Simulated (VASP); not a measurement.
# Al2Au (P1) in VASP: further runs

Al2Au is run at these levels: r2SCAN+D3(BJ); tasks: single point.

Program: VASP 6.6.1. These are calculated values, not measurements. Logs are shortened: lines on timing, memory, paths and dates and some standing lists are left out, and cuts for length are marked.

**1. The cell of the first run**

The typed cell holds 3 atoms: a = 4.215 Å, b = 4.212 Å, c = 4.292 Å, α = 59.86°, β = 60.09°, γ = 60.18°.

**2. Single point, r2SCAN+D3(BJ)**

The input, POSCAR:

```
Al2Au
1.0
    0.0065700000      2.9964300000      2.9644100000
    2.9991400000      0.0136400000      2.9573500000
    3.0396200000      3.0298500000     -0.0268400000
Al Au
2 1
Direct
    0.2983656231      0.2503898186      0.1879525495
    0.7680600000      0.7266100000      0.7436800000
    0.9971400000      0.9727200000      0.0173000000
```

The input, INCAR.step1:

```
ALGO = Normal
EDIFF = 1E-5
ENCUT = 550
GGA = PE
GGA_COMPAT = False
ISMEAR = -1
LASPH = True
LCHARG = False
LREAL = False
LWAVE = True
NBANDS = 16
NELM = 120
PREC = Accurate
SIGMA = 0.02
```

The input, INCAR.step2:

```
ALGO = Normal
EDIFF = 1E-6
ENCUT = 550
GGA_COMPAT = False
ISIF = 2
ISMEAR = -1
ISTART = 1
IVDW = 12
LASPH = True
LCHARG = False
LMIXTAU = True
LREAL = False
LWAVE = False
METAGGA = R2SCAN
NBANDS = 16
NELM = 120
PREC = Accurate
SIGMA = 0.02
VDW_A1 = 0.49484001
VDW_A2 = 5.73083694
VDW_S6 = 1.0
VDW_S8 = 0.78981345
```

The input, KPOINTS:

```
k-points
0
Gamma
  5 5 5
```

Potentials or basis: VASP PAW PBE potentials, release 64 (Al, Au).

The run is started by

```console
> cat potpaw_PBE.64/Al/POTCAR potpaw_PBE.64/Au/POTCAR > POTCAR
> cp INCAR.step1 INCAR
> mpirun -np 1 vasp_std > vasp.out
> cp INCAR.step2 INCAR
> mpirun -np 1 vasp_std > vasp.out
```

OUTCAR:

```text
EDIFF = 1E-6
   ENCUT = 550
   ISIF = 2
   ISMEAR = -1
   ISTART = 1
   IVDW = 12
   LASPH = True
   LREAL = False
   METAGGA = R2SCAN
   NELM = 120
   PREC = Accurate
 IVDW          = 12

 ion  position               nearest neighbor table
   1  0.298  0.250  0.188-   3 2.42   3 2.50   3 2.60   2 2.81   3 2.90   2 2.92   2 2.93   2 3.09
                             2 3.12   2 3.14
   2  0.768  0.727  0.744-   3 2.54   3 2.59   3 2.60   3 2.66   1 2.81   1 2.92   1 2.93   1 3.09
                             1 3.12   1 3.14
   3  0.997  0.973  0.017-   1 2.42   1 2.50   2 2.54   2 2.59   2 2.60   1 2.60   2 2.66   1 2.90

  LATTYP: Found a triclinic cell.
 ALAT       =     7.2912314122
 B/A-ratio  =     0.5780938883
 C/A-ratio  =     0.8273593962
 COS(alpha) =     0.0031521661
 COS(beta)  =     0.4108736860
 COS(gamma) =     0.8653249235

  Lattice vectors:

 A1 = (  -3.0057100000,  -3.0100700000,  -5.9217600000)
 A2 = (  -0.0065700000,  -2.9964300000,  -2.9644100000)
 A3 = (  -6.0321900000,  -0.0470600000,   0.0339000000)

Analysis of symmetry for initial positions (statically):
=====================================================================
 Subroutine PRICEL returns:
 Original cell was already a primitive cell.

 Routine SETGRP: Setting up the symmetry group for a
 triclinic supercell.

 Subroutine GETGRP returns: Found  1 space group operations
 (whereof  1 operations were pure point group operations)
 out of a pool of  2 trial point group operations.

The static configuration has the point symmetry C_1 .

Analysis of symmetry for dynamics (positions and initial velocities):
=====================================================================
 Subroutine PRICEL returns:
 Original cell was already a primitive cell.

 Routine SETGRP: Setting up the symmetry group for a
 triclinic supercell.

 Subroutine GETGRP returns: Found  1 space group operations
 (whereof  1 operations were pure point group operations)
 out of a pool of  2 trial point group operations.

The dynamic configuration has the point symmetry C_1 .

 Subroutine INISYM returns: Found  1 space group operations
 (whereof  1 operations are pure point group operations),
 and found     1 'primitive' translations

----------------------------------------------------------------------------------------

                                     Primitive cell

  volume of cell :      53.9324

  direct lattice vectors                    reciprocal lattice vectors
     0.006570000  2.996430000  2.964410000    -0.166146677  0.168168172  0.167718847
     2.999140000  0.013640000  2.957350000     0.168027713 -0.167076791  0.168509068
     3.039620000  3.029850000 -0.026840000     0.163557599  0.164488265 -0.166627473

  length of vectors
     4.215016318  4.212000215  4.291852881     0.289853177  0.290763258  0.285608460

  position of ions in fractional coordinates (direct lattice)
     0.298365623  0.250389819  0.187952549
     0.768060000  0.726610000  0.743680000
     0.997140000  0.972720000  0.017300000

  ion indices of the primitive-cell ions
   primitive index   ion index
                 1           1
                 2           2
                 3           3

----------------------------------------------------------------------------------------

 KPOINTS: k-points

Automatic generation of k-mesh.
 Grid dimensions read from file:
 generate k-points for:    5    5    5

 Generating k-lattice:

  Cartesian coordinates                     Fractional coordinates (reciprocal lattice)
    -0.033229335  0.033633634  0.033543769     0.200000000  0.000000000 -0.000000000
     0.033605543 -0.033415358  0.033701814     0.000000000  0.200000000  0.000000000
     0.032711520  0.032897653 -0.033325495     0.000000000 -0.000000000  0.200000000

  Length of vectors
     0.057970635  0.058152652  0.057121692

  Shift w.r.t. Gamma in fractional coordinates (k-lattice)
     0.000000000  0.000000000  0.000000000

 Subroutine IBZKPT returns following result:
 ===========================================

 Found     63 irreducible k-points:

 Following reciprocal coordinates:
            Coordinates               Weight
  0.000000  0.000000  0.000000      1.000000
  0.200000 -0.000000  0.000000      2.000000
  0.400000 -0.000000  0.000000      2.000000
  0.000000  0.200000 -0.000000      2.000000
  0.200000  0.200000  0.000000      2.000000
  0.400000  0.200000  0.000000      2.000000
[... 16 lines left out ...]
 -0.200000  0.200000  0.200000      2.000000
  0.000000  0.400000  0.200000      2.000000
 [... further k-points ...]
   k-points           NKPTS =     63   k-points in BZ     NKDIM =     63   number of bands    NBANDS=     16
   number of dos      NEDOS =    301   number of ions     NIONS =      3
   total plane-waves  NPLWV =  36864
   dimension x,y,z NGX =    32 NGY =   32 NGZ =   36
   dimension x,y,z NGXF=    64 NGYF=   64 NGZF=   72
   ions per type =               2   1
   NGX,Y,Z   is equivalent  to a cutoff of  12.62, 12.63, 13.94 a.u.
   NGXF,Y,Z  is equivalent  to a cutoff of  25.24, 25.26, 27.89 a.u.
 SYSTEM =  unknown system
   PREC   = accura    normal or accurate (medium, high low for compatibility)
   ISTART =      1    job   : 0-new  1-cont  2-samecut
   ICHARG =      0    charge: 1-file 2-atom 10-const
   ISPIN  =      1    spin polarized calculation?
   LNONCOLLINEAR =      F non collinear calculations
   LSORBIT =      F    spin-orbit coupling
   LASPH  =      T    aspherical Exc in radial PAW
   ENCUT  =  550.0 eV  40.42 Ry    6.36 a.u.   8.06  8.05  8.21*2*pi/ulx,y,z
   NELM   =    120;   NELMIN=  2; NELMDL=  0     # of ELM steps
   EDIFF  = 0.1E-05   stopping-criterion for ELM
   LREAL  =      F    real-space projection
   EDIFFG = 0.1E-04   stopping-criterion for IOM
   NSW    =      0    number of steps for IOM
   IBRION =     -1    ionic relax: 0-MD 1-quasi-New 2-CG
   NFREE  =      0    steps in history (QN), initial steepest desc. (CG)
   ISIF   =      2    stress and relaxation
   ISYM   =      2    0-nonsym 1-usesym 2-fastsym
   POTIM  = 0.5000    time-step for ionic-motion
   TEBEG  =    0.0;   TEEND  =   0.0 temperature during run
   PSTRESS=    0.0 pullay stress
   NELECT =      17.0000    total number of electrons
   NUPDOWN=      -1.0000    fix difference up-down
   EMIN   =  10.00;   EMAX   =-10.00  energy-range for DOS
   EFERMI =   0.00;   METHOD = LEGACY
   ISMEAR =    -1;   SIGMA  =   0.02  broadening in eV -4-tet -1-fermi 0-gaus
   EFERMI_NEDOS =   21; number of points for ismear=-14 and -15
   IALGO  =     38    algorithm
   IMIX   =      4    mixing-type and parameters
     AMIX     =   0.40;   BMIX     =  1.00
     AMIX_MAG =   1.60;   BMIX_MAG =  1.00
  volume/ion in A,a.u.               =      17.98       121.32
  Fermi-wavevector in a.u.,A,eV,Ry     =   1.114144  2.105426 16.889128  1.241316
  Thomas-Fermi vector in A             =   2.250736
   LORBIT       =      0    0 simple, 1 ext, 2 COOP (PROOUT), +10 PAW based schemes
   METAGGA = R2SCAN    functional components
   LHFCALC =     F    Hartree Fock is set to
   AEXX    =    0.0000 exact exchange contribution
   IVDW    =    12    specifies the selected vdW correction
   LEPSILON=     F    determine dielectric tensor
   LRPA    =     F    only Hartree local field effects (RPA)
 non-spin polarized calculation
  energy-cutoff  :      550.00
  volume of cell :       53.93
 maximum number of plane-waves:      1593
   NGX = 17   NGY = 17   NGZ = 17

 number of electron      17.0000000 magnetization

 Free energy of the ion-electron system (eV)
  ---------------------------------------------------
  ext. energy  EPLUGINS =         0.00000000
  ---------------------------------------------------
  free energy    TOTEN  =       -65.34839218 eV

  energy without entropy =      -65.34722479  energy(sigma->0) =      -65.34780848

 E-fermi :   7.6050     XC(G=0): -11.2652

 val. band max:        7.6017564145   @ k =  -0.4000   0.4000   0.4000
 cond. band min:       7.6805878647   @ k =   0.2000   0.2000   0.0000
 fundamental gap:      0.0788314502
 Fermi energy:         7.6049703589

 k-point     1 :       0.0000    0.0000    0.0000
  band No.  band energies     occupation
      1      -3.4150      2.00000
      2       0.6461      2.00000
      3       0.6675      2.00000
      4       0.8627      2.00000
      5       1.6982      2.00000
      6       1.7704      2.00000
[... 8 lines left out ...]
     15      14.2150      0.00000
     16      14.3992      0.00000

 k-point     2 :       0.2000   -0.0000    0.0000
  band No.  band energies     occupation
      1      -2.8496      2.00000
      2       0.5014      2.00000
      3       0.8375      2.00000
      4       0.9737      2.00000
      5       1.6793      2.00000
      6       1.7299      2.00000
[... 8 lines left out ...]
     15      14.0217      0.00000
     16      14.4456      0.00000

 k-point     3 :       0.4000   -0.0000    0.0000
  band No.  band energies     occupation
      1      -1.4510      2.00000
      2       0.4799      2.00000
      3       1.0581      2.00000
      4       1.0727      2.00000
      5       1.7568      2.00000
      6       1.8150      2.00000
[... 8 lines left out ...]
     15      16.5054      0.00000
     16      17.0142      0.00000

 k-point     4 :       0.0000    0.2000   -0.0000
  band No.  band energies     occupation
      1      -2.8500      2.00000
      2       0.5245      2.00000
      3       0.8159      2.00000
      4       0.9644      2.00000
      5       1.6838      2.00000
      6       1.7318      2.00000
[... 8 lines left out ...]
     15      14.0725      0.00000
     16      14.3826      0.00000
[... 324 lines left out ...]
 k-point    22 :      -0.4000    0.2000    0.2000
  band No.  band energies     occupation
      1      -0.6422      2.00000
      2       0.4388      2.00000
      3       1.1228      2.00000
      4       1.2871      2.00000
      5       1.5450      2.00000
      6       1.7819      2.00000
[... 8 lines left out ...]
     15      16.6005      0.00000
     16      16.9301      0.00000

 k-point    23 :      -0.2000    0.2000    0.2000
  band No.  band energies     occupation
      1      -1.4814      2.00000
      2       0.2791      2.00000
      3       1.0811      2.00000
      4       1.2039      2.00000
      5       1.5793      2.00000
      6       1.9084      2.00000
[... 8 lines left out ...]
     15      17.7111      0.00000
     16      18.2188      0.00000

 k-point    24 :       0.0000    0.4000    0.2000
  band No.  band energies     occupation
      1      -1.4586      2.00000
      2       0.3162      2.00000
      3       1.1314      2.00000
      4       1.1694      2.00000
      5       1.5701      2.00000
      6       1.8733      2.00000
[... 8 lines left out ...]
     15      17.5313      0.00000
     16      18.1066      0.00000

 [... further k-points ...]

------------------------ aborting loop because EDIFF is reached ----------------------------------------

 Edisp (eV)   -0.57014

 E8    (eV) :    -0.2028

  FORCE on cell =-STRESS in cart. coord.  units (eV):
  Direction    XX          YY          ZZ          XY          YZ          ZX
  --------------------------------------------------------------------------------------
  -------------------------------------------------------------------------------------
  Total       0.31469     0.45646     0.41233    -1.49773     0.61174     0.25924
  in kB       9.34857    13.56001    12.24909   -44.49321    18.17310     7.70124
  external pressure =       11.72 kB  Pullay stress =        0.00 kB

 VOLUME and BASIS-vectors are now :
 -----------------------------------------------------------------------------
  energy-cutoff  :      550.00
  volume of cell :       53.93
      direct lattice vectors                 reciprocal lattice vectors
     0.006570000  2.996430000  2.964410000    -0.166146677  0.168168172  0.167718847
     2.999140000  0.013640000  2.957350000     0.168027713 -0.167076791  0.168509068
     3.039620000  3.029850000 -0.026840000     0.163557599  0.164488265 -0.166627473

 POSITION                                       TOTAL-FORCE (eV/Angst)
 -----------------------------------------------------------------------------------
      1.32422      1.46692      1.61992         0.674092      0.069428     -1.258991
      4.44476      4.56459      4.40572         0.018316     -0.159346      0.118841
      2.97646      3.05354      5.83214        -0.692409      0.089918      1.140151
 -----------------------------------------------------------------------------------
    total drift:                                0.001036     -0.002382     -0.000010

  FREE ENERGIE OF THE ION-ELECTRON SYSTEM (eV)
  ---------------------------------------------------
  free  energy   TOTEN  =       -65.9185341409 eV

  energy  without entropy=      -65.9173667531  energy(sigma->0) =      -65.91795045
```

Run time: 3.1 min. Hardware: 1 thread of Intel Xeon 8259CL, shared host; peak memory 0.24 GiB.

Results:

| Quantity | Value |
| --- | --- |
| Free energy | -65.9185 eV |
| Pressure | 1.2 GPa |
| Largest force | 1.430 eV/Å |
| Band gap on the k mesh | zero (an odd number of electrons rules out a gap without spin polarisation) |
| Dispersion energy per atom | -0.190 eV |

Forces on the atoms (eV/Å):
```
Al   0.674  0.069 -1.259
Al   0.018 -0.159  0.119
Au  -0.692  0.090  1.140
```

Levels at points of the mesh, in eV from the Fermi level:
| k point | band 7 | band 8 | band 9 | band 10 | band 11 | band 12 |
| --- | --- | --- | --- | --- | --- | --- |
| (0.00, 0.00, 0.00) | 2.57 | 2.87 | 3.13 | 3.36 | 4.29 | 4.49 |

Caveat: the k points lie up to 0.37 Å⁻¹ apart, too coarse for converged energies and pressures of a metal; the PAW data sets were made with another functional, which shifts forces and pressure a little; spin-orbit coupling is left out, which moves the levels of the heavy elements.

**3. Single point, r2SCAN+D3(BJ)**

This run uses another cell than the first one, of 18.07 Å³/atom.

The input, POSCAR:

```
Al2Au
1.0
    0.0065809318      3.0014157496      2.9693424717
    3.0041302588      0.0136626955      2.9622707245
    3.0446776133      3.0348913571     -0.0268846590
Al Au
2 1
Direct
    0.3017200000      0.2537600000      0.1846200000
    0.7680600000      0.7266100000      0.7436800000
    0.9971400000      0.9727200000      0.0173000000
```

The input, INCAR.step1:

```
ALGO     = Normal         # electronic algorithm
EDIFF    = 1E-5           # SCF threshold, eV
ENCUT    = 550            # plane-wave cutoff, eV
GGA      = PE             # functional
GGA_COMPAT= F            
ISMEAR   = -1             # smearing method
LASPH    = T              # aspherical terms in the spheres
LCHARG   = F              # write CHGCAR
LREAL    = F              # projectors in reciprocal space
LWAVE    = T              # write WAVECAR
NBANDS   = 16             # bands
NELM     = 120            # most SCF steps
PREC     = Accurate       # precision mode
SIGMA    = 0.02           # smearing width, eV
```

The input, INCAR.step2:

```
ALGO     = Normal         # electronic algorithm
EDIFF    = 1E-6           # SCF threshold, eV
ENCUT    = 550            # plane-wave cutoff, eV
GGA_COMPAT= F            
ISIF     = 2              # what is computed and relaxed
ISMEAR   = -1             # smearing method
ISTART   = 1            
IVDW     = 12             # dispersion correction
LASPH    = T              # aspherical terms in the spheres
LCHARG   = F              # write CHGCAR
LMIXTAU  = T            
LREAL    = F              # projectors in reciprocal space
LWAVE    = F              # write WAVECAR
METAGGA  = R2SCAN         # meta-GGA
NBANDS   = 16             # bands
NELM     = 120            # most SCF steps
PREC     = Accurate       # precision mode
SIGMA    = 0.02           # smearing width, eV
VDW_A1   = 0.49484001   
VDW_A2   = 5.73083694   
VDW_S6   = 1.0          
VDW_S8   = 0.78981345
```

KPOINTS is that of step 2.

Potentials or basis: VASP PAW PBE potentials, release 64 (Al, Au).

The run is started by

```console
> cat potpaw_PBE.64/Al/POTCAR potpaw_PBE.64/Au/POTCAR > POTCAR
> cp INCAR.step1 INCAR
> mpirun -np 1 vasp_std > vasp.out
> cp INCAR.step2 INCAR
> mpirun -np 1 vasp_std > vasp.out
```

Wall time 3.4 min (1 thread of Intel Xeon 8259CL, shared host); peak memory 0.24 GiB.

The run converged. Its results:

```yaml
Free_energy: -65.8938 eV
Pressure: 0.8 GPa
Largest_force: 1.523 eV/Å
Band_gap_on_the_k_mesh: zero (an odd number of electrons rules out a gap without spin polarisation)
Dispersion_energy_per_atom: -0.189 eV
```

Forces on the atoms (eV/Å):
```
Al   0.650  0.024 -1.377
Al   0.019 -0.154  0.169
Au  -0.669  0.131  1.207
```

Stress tensor (GPa, compression positive):
```
 0.56 -4.70  0.67
-4.70  0.99  1.77
 0.67  1.77  0.88
```

Levels at points of the mesh, in eV from the Fermi level:
```
           k point  band 6  band 7  band 8  band 9  band 10  band 11  band 12  band 13
(0.00, 0.00, 0.00)   -5.83    2.51    2.80    3.12     3.32     4.23     4.46     4.51
```

Caveat: the k points lie up to 0.36 Å⁻¹ apart, too coarse for converged energies and pressures of a metal; the PAW data sets were made with another functional, which shifts forces and pressure a little; spin-orbit coupling is left out, which moves the levels of the heavy elements.
